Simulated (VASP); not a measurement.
# AlNi (P4/mmm) in VASP: notebook

Runs on AlNi. Level: PBE. Tasks: single point.

Program: VASP 6.6.1. These are calculated values, not measurements. Logs are shortened: lines on timing, memory, paths and dates and some standing lists are left out, and cuts for length are marked.

## 1. The cell of the first run

It takes space group P4/mmm (No. 123, tetragonal). The conventional cell has a = 2.937 Å, b = 2.937 Å, c = 2.668 Å, α = 90.00°, β = 90.00°, γ = 90.00°. Al (site symmetry 4/mmm) has 8 Ni at 2.47 Å and 6 Al at 2.67 to 2.94 Å within 3.3 Å. Ni (site symmetry 4/mmm) has 8 Al at 2.47 Å and 6 Ni at 2.67 to 2.94 Å within 3.3 Å.

## 2. Single point, PBE

INCAR reads:

```
PREC = Accurate
ENCUT = 520
EDIFF = 1E-6
ISMEAR = 0
SIGMA = 0.15
LREAL = False
LASPH = True
NELM = 80
ALGO = Fast
ISIF = 2
LWAVE = False
LCHARG = True
GGA = PE
LELF = True
LVHAR = True
NBANDS = 14
```

KPOINTS reads:

```
regular mesh
0
Gamma
  16 16 16
```

POSCAR reads:

```
AlNi
1.0
    2.0766483773     -2.0766140125      0.0000000000
    2.0766483773      2.0766140125      0.0000000000
    0.0000000000      0.0000000000      2.6684000000
Al Ni
1 1
Direct
    0.0000000000      0.0000000000      0.0000000000
    0.5000000000      0.5000000000      0.5000000000
```

Potentials or basis: VASP PAW PBE potentials, release 64 (Al, Ni).

Command:

```
$ cat potpaw_PBE.64/Al/POTCAR potpaw_PBE.64/Ni/POTCAR > POTCAR
$ mpirun -np 1 vasp_std > vasp.out
```

OUTCAR:

```text
PREC = Accurate
   ENCUT = 520
   EDIFF = 1E-6
   ISMEAR = 0
   LREAL = False
   LASPH = True
   NELM = 80
   ISIF = 2
   GGA = PE

 ion  position               nearest neighbor table
   1  0.000  0.000  0.000-   2 2.47   2 2.47   2 2.47   2 2.47   2 2.47   2 2.47   2 2.47   2 2.47

   2  0.500  0.500  0.500-   1 2.47   1 2.47   1 2.47   1 2.47   1 2.47   1 2.47   1 2.47   1 2.47

  LATTYP: Found a base centered orthorhombic cell.
 ALAT       =     4.1532280250
 B/A-ratio  =     1.0000165485
 C/A-ratio  =     0.6424882005

  Lattice vectors:

 A1 = (  -2.0766483773,  -2.0766140125,   0.0000000000)
 A2 = (   2.0766483773,  -2.0766140125,   0.0000000000)
 A3 = (   0.0000000000,   0.0000000000,   2.6684000000)

Analysis of symmetry for initial positions (statically):
=====================================================================
 Subroutine PRICEL returns:
 Original cell was already a primitive cell.

 Routine SETGRP: Setting up the symmetry group for a
 base centered orthorhombic supercell.

 Subroutine GETGRP returns: Found  8 space group operations
 (whereof  8 operations were pure point group operations)
 out of a pool of  8 trial point group operations.

The static configuration has the point symmetry D_2h.

Analysis of symmetry for dynamics (positions and initial velocities):
=====================================================================
 Subroutine PRICEL returns:
 Original cell was already a primitive cell.

 Routine SETGRP: Setting up the symmetry group for a
 base centered orthorhombic supercell.

 Subroutine GETGRP returns: Found  8 space group operations
 (whereof  8 operations were pure point group operations)
 out of a pool of  8 trial point group operations.

The dynamic configuration has the point symmetry D_2h.

 Subroutine INISYM returns: Found  8 space group operations
 (whereof  8 operations are pure point group operations),
 and found     1 'primitive' translations

----------------------------------------------------------------------------------------

                                     Primitive cell

  volume of cell :      23.0144

  direct lattice vectors                    reciprocal lattice vectors
     2.076648377 -2.076614012  0.000000000     0.240772586 -0.240776570  0.000000000
     2.076648377  2.076614012  0.000000000     0.240772586  0.240776570  0.000000000
     0.000000000  0.000000000  2.668400000     0.000000000  0.000000000  0.374756408

  length of vectors
     2.936800000  2.936800000  2.668400000     0.340506674  0.340506674  0.374756408

  position of ions in fractional coordinates (direct lattice)
     0.000000000  0.000000000  0.000000000
     0.500000000  0.500000000  0.500000000

  ion indices of the primitive-cell ions
   primitive index   ion index
                 1           1
                 2           2

----------------------------------------------------------------------------------------

 KPOINTS: regular mesh

Automatic generation of k-mesh.
 Grid dimensions read from file:
 generate k-points for:   16   16   16

 Generating k-lattice:

  Cartesian coordinates                     Fractional coordinates (reciprocal lattice)
     0.015048287 -0.015048536  0.000000000     0.062500000  0.000000000  0.000000000
     0.015048287  0.015048536  0.000000000     0.000000000  0.062500000  0.000000000
     0.000000000  0.000000000  0.023422276     0.000000000  0.000000000  0.062500000

  Length of vectors
     0.021281667  0.021281667  0.023422276

  Shift w.r.t. Gamma in fractional coordinates (k-lattice)
     0.000000000  0.000000000  0.000000000

 Subroutine IBZKPT returns following result:
 ===========================================

 Found    657 irreducible k-points:

 Following reciprocal coordinates:
            Coordinates               Weight
  0.000000  0.000000  0.000000      1.000000
  0.062500  0.000000  0.000000      4.000000
  0.125000  0.000000  0.000000      4.000000
  0.187500 -0.000000  0.000000      4.000000
  0.250000  0.000000  0.000000      4.000000
  0.312500  0.000000  0.000000      4.000000
[... 16 lines left out ...]
 -0.125000  0.062500  0.000000      4.000000
 -0.062500  0.062500  0.000000      2.000000
 [... further k-points ...]
   k-points           NKPTS =    657   k-points in BZ     NKDIM =    657   number of bands    NBANDS=     14
   number of dos      NEDOS =    301   number of ions     NIONS =      2
   total plane-waves  NPLWV =  11520
   dimension x,y,z NGX =    24 NGY =   24 NGZ =   20
   dimension x,y,z NGXF=    48 NGYF=   48 NGZF=   40
   ions per type =               1   1
   NGX,Y,Z   is equivalent  to a cutoff of  13.59, 13.59, 12.46 a.u.
   NGXF,Y,Z  is equivalent  to a cutoff of  27.17, 27.17, 24.92 a.u.
 SYSTEM =  unknown system
   PREC   = accura    normal or accurate (medium, high low for compatibility)
   ISTART =      0    job   : 0-new  1-cont  2-samecut
   ICHARG =      2    charge: 1-file 2-atom 10-const
   ISPIN  =      1    spin polarized calculation?
   LNONCOLLINEAR =      F non collinear calculations
   LSORBIT =      F    spin-orbit coupling
   LASPH  =      T    aspherical Exc in radial PAW
   ENCUT  =  520.0 eV  38.22 Ry    6.18 a.u.   5.46  5.46  4.96*2*pi/ulx,y,z
   NELM   =     80;   NELMIN=  2; NELMDL= -5     # of ELM steps
   EDIFF  = 0.1E-05   stopping-criterion for ELM
   LREAL  =      F    real-space projection
   EDIFFG = 0.1E-04   stopping-criterion for IOM
   NSW    =      0    number of steps for IOM
   IBRION =     -1    ionic relax: 0-MD 1-quasi-New 2-CG
   NFREE  =      0    steps in history (QN), initial steepest desc. (CG)
   ISIF   =      2    stress and relaxation
   ISYM   =      2    0-nonsym 1-usesym 2-fastsym
   POTIM  = 0.5000    time-step for ionic-motion
   TEBEG  =    0.0;   TEEND  =   0.0 temperature during run
   PSTRESS=    0.0 pullay stress
   NELECT =      13.0000    total number of electrons
   NUPDOWN=      -1.0000    fix difference up-down
   EMIN   =  10.00;   EMAX   =-10.00  energy-range for DOS
   EFERMI =   0.00;   METHOD = LEGACY
   ISMEAR =     0;   SIGMA  =   0.15  broadening in eV -4-tet -1-fermi 0-gaus
   EFERMI_NEDOS =   21; number of points for ismear=-14 and -15
   IALGO  =     68    algorithm
   IMIX   =      4    mixing-type and parameters
     AMIX     =   0.40;   BMIX     =  1.00
     AMIX_MAG =   1.60;   BMIX_MAG =  1.00
  volume/ion in A,a.u.               =      11.51        77.65
  Fermi-wavevector in a.u.,A,eV,Ry     =   1.353285  2.557339 24.917456  1.831381
  Thomas-Fermi vector in A             =   2.480553
   LORBIT       =      0    0 simple, 1 ext, 2 COOP (PROOUT), +10 PAW based schemes
   GGA     = PE    functional components
   LHFCALC =     F    Hartree Fock is set to
   AEXX    =    0.0000 exact exchange contribution
   IVDW    =     0    specifies the selected vdW correction
   LEPSILON=     F    determine dielectric tensor
   LRPA    =     F    only Hartree local field effects (RPA)
 non-spin polarized calculation
 RMM-DIIS sequential band-by-band and
 Gauss-broadening in eV      SIGMA  =   0.15
  energy-cutoff  :      520.00
  volume of cell :       23.01
 maximum number of plane-waves:       642
 NGX is ok and might be reduce to    24

 number of electron      12.9999989 magnetization

 Free energy of the ion-electron system (eV)
  ---------------------------------------------------
  ext. energy  EPLUGINS =         0.00000000
  ---------------------------------------------------
  free energy    TOTEN  =       -10.46427150 eV

  energy without entropy =      -10.45424031  energy(sigma->0) =      -10.45925591

 E-fermi :  10.5475     XC(G=0): -12.2331

 val. band max:       10.5447543660   @ k =  -0.3750   0.3125   0.5000
 cond. band min:      10.5483762516   @ k =  -0.2500   0.1875   0.4375
 fundamental gap:      0.0036218857
 Fermi energy:        10.5475183196

 k-point     1 :       0.0000    0.0000    0.0000
  band No.  band energies     occupation
      1      -0.8870      2.00000
      2       7.0776      2.00000
      3       7.1203      2.00000
      4       8.7351      2.00000
      5       9.0305      2.00000
      6       9.0306      2.00000
      7      15.0611      0.00000
      8      15.0612      0.00000
      9      18.3780      0.00000
     10      18.7263      0.00000
     11      18.7596      0.00000
     12      25.4244      0.00000
     13      30.4366      0.00000
     14      32.7936      0.00000

 k-point     2 :       0.0625    0.0000    0.0000
  band No.  band energies     occupation
      1      -0.8177      2.00000
      2       7.0700      2.00000
      3       7.1296      2.00000
      4       8.7005      2.00000
      5       9.0102      2.00000
      6       9.0331      2.00000
      7      14.4028      0.00000
      8      15.1597      0.00000
      9      18.5657      0.00000
     10      18.8094      0.00000
     11      19.2593      0.00000
     12      25.5650      0.00000
     13      29.5030      0.00000
     14      32.1202      0.00000

 k-point     3 :       0.1250    0.0000    0.0000
  band No.  band energies     occupation
      1      -0.6102      2.00000
      2       7.0183      2.00000
      3       7.1694      2.00000
      4       8.6054      2.00000
      5       8.9533      2.00000
      6       9.0403      2.00000
      7      13.1595      0.00000
      8      15.4468      0.00000
      9      18.6002      0.00000
     10      19.0552      0.00000
     11      20.5305      0.00000
     12      26.0177      0.00000
     13      27.9946      0.00000
     14      30.6251      0.00000
[... 324 lines left out ...]
 k-point    23 :      -0.1250    0.0625    0.0000
  band No.  band energies     occupation
      1      -0.5414      2.00000
      2       7.0333      2.00000
      3       7.1625      2.00000
      4       8.5636      2.00000
      5       8.9556      2.00000
      6       9.0207      2.00000
      7      13.2313      0.00000
      8      14.7673      0.00000
      9      19.1375      0.00000
     10      19.2815      0.00000
     11      20.5823      0.00000
     12      26.1241      0.00000
     13      27.2016      0.00000
     14      30.8962      0.00000

 k-point    24 :      -0.0625    0.0625    0.0000
  band No.  band energies     occupation
      1      -0.7484      2.00000
      2       7.0715      2.00000
      3       7.1314      2.00000
      4       8.6638      2.00000
      5       9.0097      2.00000
      6       9.0159      2.00000
      7      14.4056      0.00000
      8      14.5824      0.00000
      9      18.8924      0.00000
     10      19.2570      0.00000
     11      19.2696      0.00000
     12      25.7022      0.00000
     13      28.6221      0.00000
     14      32.1674      0.00000

 [... further k-points ...]
[... 5 lines left out ...]
  --------------------------------------------------------------------------------------
  -------------------------------------------------------------------------------------
  Total        0.8585957      0.8592834      2.4652090     -0.0000000      0.0000000      0.0000000
  in kB       59.7722482     59.8201261    171.6187146     -0.0000000      0.0000000      0.0000000
  external PRESSURE =      97.0703630 kB  Pullay stress =       0.0000000 kB

 VOLUME and BASIS-vectors are now :
 -----------------------------------------------------------------------------
  energy-cutoff  :      520.00
  volume of cell :       23.01
      direct lattice vectors                 reciprocal lattice vectors
     2.076648377 -2.076614012  0.000000000     0.240772586 -0.240776570  0.000000000
     2.076648377  2.076614012  0.000000000     0.240772586  0.240776570  0.000000000
     0.000000000  0.000000000  2.668400000     0.000000000  0.000000000  0.374756408

 POSITION                                       TOTAL-FORCE (eV/Angst)
 -----------------------------------------------------------------------------------
      0.00000      0.00000      0.00000         0.000000      0.000000      0.000000
      2.07665      0.00000      1.33420         0.000000     -0.000000      0.000000
 -----------------------------------------------------------------------------------
    total drift:                                0.000000     -0.000000     -0.000000

  FREE ENERGIE OF THE ION-ELECTRON SYSTEM (eV)
  ---------------------------------------------------
  free  energy   TOTEN  =       -10.4642714974 eV

  energy  without entropy=      -10.4542403136  energy(sigma->0) =      -10.45925591
```

Wall time 2 min (1 thread of Intel Xeon Platinum 8488C (Sapphire Rapids), shared host); peak memory 0.32 GiB.

What came out:

```
Free energy            : -10.4643 eV
Pressure               : 9.7 GPa
Band gap on the k mesh : zero (an odd number of electrons rules out a gap without spin polarisation)
```

Caveat: the stress differs along the axes, from 6 to 17 GPa. Spin polarisation is off, so any magnetic state and its effect on volume and gap are missing.

## 3. Single point, PBE

This run uses another cell than the first one, of the same volume but with other edges.

INCAR reads:

```
SYSTEM = AlNi
  PREC = Accurate
  ENCUT = 520
  EDIFF = 1E-6
  ISMEAR = 0
  SIGMA = 0.15
  LREAL = .FALSE.
  LASPH = .TRUE.
  NELM = 100
  ALGO = Fast
  ISIF = 2
  LWAVE = .FALSE.
  LCHARG = .FALSE.
  GGA = PE
  NBANDS = 14
```

KPOINTS reads:

```
Automatic mesh
0
G
  16 16 16
  0 0 0
```

POSCAR reads:

```
AlNi
1.0
    1.9405291957     -1.9404970834      0.0000000000
    1.9405291957      1.9404970834      0.0000000000
    0.0000000000      0.0000000000      3.0551000000
Al Ni
1 1
Direct
    0.0000000000      0.0000000000      0.0000000000
    0.5000000000      0.5000000000      0.5000000000
```

Potentials or basis: VASP PAW PBE potentials, release 64 (Al, Ni).

Command:

```
$ cat potpaw_PBE.64/Al/POTCAR potpaw_PBE.64/Ni/POTCAR > POTCAR
$ mpirun -np 1 vasp_std > vasp.out
```

OUTCAR:

```text
SYSTEM = AlNi
   PREC = Accurate
   ENCUT = 520
   EDIFF = 1E-6
   ISMEAR = 0
   LREAL = .FALSE.
   LASPH = .TRUE.
   NELM = 100
   ISIF = 2
   GGA = PE

 ion  position               nearest neighbor table
   1  0.000  0.000  0.000-   2 2.47   2 2.47   2 2.47   2 2.47   2 2.47   2 2.47   2 2.47   2 2.47

   2  0.500  0.500  0.500-   1 2.47   1 2.47   1 2.47   1 2.47   1 2.47   1 2.47   1 2.47   1 2.47

  LATTYP: Found a base centered orthorhombic cell.
 ALAT       =     3.8809941668
 B/A-ratio  =     1.0000165485
 C/A-ratio  =     0.7871952053

  Lattice vectors:

 A1 = (  -1.9405291957,  -1.9404970834,   0.0000000000)
 A2 = (   1.9405291957,  -1.9404970834,   0.0000000000)
 A3 = (   0.0000000000,   0.0000000000,   3.0551000000)

Analysis of symmetry for initial positions (statically):
=====================================================================
 Subroutine PRICEL returns:
 Original cell was already a primitive cell.

 Routine SETGRP: Setting up the symmetry group for a
 base centered orthorhombic supercell.

 Subroutine GETGRP returns: Found  8 space group operations
 (whereof  8 operations were pure point group operations)
 out of a pool of  8 trial point group operations.

The static configuration has the point symmetry D_2h.

[... 171 lines left out ...]
      2       7.0332      2.00000
      3       7.1663      2.00000
      4       8.8500      2.00000
      5       8.8501      2.00000
      6       9.1219      2.00000
      7      13.7705      0.00000
      8      17.5691      0.00000
      9      17.5692      0.00000
     10      17.9192      0.00000
     11      19.2113      0.00000
     12      25.4424      0.00000
     13      31.2647      0.00000
     14      31.2648      0.00000
[... 377 lines left out ...]
      1      -0.7301      2.00000
      2       7.0747      2.00000
      3       7.1828      2.00000
      4       8.7784      2.00000
      5       8.8203      2.00000
      6       9.0560      2.00000
      7      14.0126      0.00000
      8      16.2894      0.00000
      9      16.8065      0.00000
     10      18.3445      0.00000
     11      20.7449      0.00000
     12      26.1049      0.00000
     13      30.0047      0.00000
     14      30.3165      0.00000

 [... further k-points ...]
[... 5 lines left out ...]
  --------------------------------------------------------------------------------------
  -------------------------------------------------------------------------------------
  Total        1.6869023      1.6874677      0.8007163     -0.0000000      0.0000000      0.0000000
  in kB      117.4659293    117.5052957     55.7571641     -0.0000000      0.0000000      0.0000000
  external PRESSURE =      96.9094630 kB  Pullay stress =       0.0000000 kB

 VOLUME and BASIS-vectors are now :
 -----------------------------------------------------------------------------
  energy-cutoff  :      520.00
  volume of cell :       23.01
      direct lattice vectors                 reciprocal lattice vectors
     1.940529196 -1.940497083  0.000000000     0.257661673 -0.257665937  0.000000000
     1.940529196  1.940497083  0.000000000     0.257661673  0.257665937  0.000000000
     0.000000000  0.000000000  3.055100000     0.000000000  0.000000000  0.327321528

 POSITION                                       TOTAL-FORCE (eV/Angst)
 -----------------------------------------------------------------------------------
      0.00000      0.00000      0.00000         0.000000      0.000000      0.000000
      1.94053      0.00000      1.52755         0.000000     -0.000000      0.000000
 -----------------------------------------------------------------------------------
    total drift:                                0.000000      0.000000      0.000000

  FREE ENERGIE OF THE ION-ELECTRON SYSTEM (eV)
  ---------------------------------------------------
  free  energy   TOTEN  =       -10.4729779399 eV

  energy  without entropy=      -10.4623944599  energy(sigma->0) =      -10.46768620
```

OSZICAR:

```text
N       E                     dE             d eps       ncg     rms          rms(c)
DAV:   1     0.407576036886E+02    0.40758E+02   -0.54217E+03 18778   0.985E+02
DAV:   2    -0.102419546447E+02   -0.51000E+02   -0.46022E+02 19932   0.180E+02
DAV:   3    -0.119791330037E+02   -0.17372E+01   -0.17226E+01 23072   0.369E+01
DAV:   4    -0.120023605057E+02   -0.23228E-01   -0.23221E-01 21984   0.388E+00
DAV:   5    -0.120030510967E+02   -0.69059E-03   -0.69058E-03 23378   0.728E-01    0.125E+01
RMM:   6    -0.139353881549E+02   -0.19323E+01   -0.14112E+01 22440   0.470E+01    0.169E+01
RMM:   7    -0.104891302457E+02    0.34463E+01   -0.38959E+00 20693   0.241E+01    0.118E+00
RMM:   8    -0.104824332647E+02    0.66970E-02   -0.85297E-02 19688   0.290E+00    0.694E-01
RMM:   9    -0.104761444005E+02    0.62889E-02   -0.23617E-02 20937   0.980E-01    0.512E-01
RMM:  10    -0.104730246411E+02    0.31198E-02   -0.69817E-03 22766   0.105E+00    0.153E-01
RMM:  11    -0.104730938049E+02   -0.69164E-04   -0.81015E-04 24937   0.334E-01    0.114E-01
RMM:  12    -0.104729672537E+02    0.12655E-03   -0.28978E-04 25323   0.182E-01    0.250E-02
RMM:  13    -0.104729763550E+02   -0.91012E-05   -0.85187E-05 25553   0.606E-02    0.941E-03
RMM:  14    -0.104729775955E+02   -0.12405E-05   -0.14743E-05 23972   0.259E-02    0.662E-03
RMM:  15    -0.104729779399E+02   -0.34442E-06   -0.16606E-06 14164   0.928E-03
   1 F= -.10472978E+02 E0= -.10467686E+02  d E =-.105835E-01
```

stdout:

```text
POSCAR found type information on POSCAR AlNi
 POSCAR found :  2 types and       2 ions
 scaLAPACK will be used
 LDA part: xc-table for (Slater+PW92), standard interpolation
 POSCAR, INCAR and KPOINTS ok, starting setup
 FFT: planning ... GRIDC
 FFT: planning ... GRID_SOFT
 FFT: planning ... GRID
 WAVECAR not read
 entering main loop
WARNING in EDDRMM: call to ZHEGV failed, returncode =   6  3     14
```

Run time: 2.7 min. Hardware: 1 thread of Intel Xeon Platinum 8488C (Sapphire Rapids), shared host; peak memory 0.32 GiB.

What came out:

- Free energy: -10.4730 eV
- Pressure: 9.7 GPa
- Band gap on the k mesh: zero (an odd number of electrons rules out a gap without spin polarisation)

Levels at points of the mesh, in eV from the Fermi level:
| k point | band 5 | band 6 | band 7 | band 8 | band 9 | band 10 |
| --- | --- | --- | --- | --- | --- | --- |
| (0.00, 0.00, 0.00) | -1.69 | -1.42 | 3.23 | 7.03 | 7.03 | 7.38 |
| (0.50, 0.00, 0.00) | -2.16 | -1.57 | -0.39 | 8.02 | 8.08 | 9.70 |
| (0.50, 0.50, 0.00) | -2.48 | -2.48 | -0.89 | 2.21 | 3.32 | 11.13 |
| (0.00, 0.00, 0.50) | -2.16 | -1.37 | -1.22 | 8.41 | 11.24 | 11.24 |
| (0.50, 0.00, 0.50) | -2.07 | -1.98 | -1.23 | 1.36 | 2.31 | 13.74 |
| (0.50, 0.50, 0.50) | -0.88 | 1.85 | 2.12 | 2.12 | 4.10 | 4.22 |

Caveat: the stress differs along the axes, from 6 to 12 GPa. Spin polarisation is off, so any magnetic state and its effect on volume and gap are missing.

(Continued in part 2 of 2.)
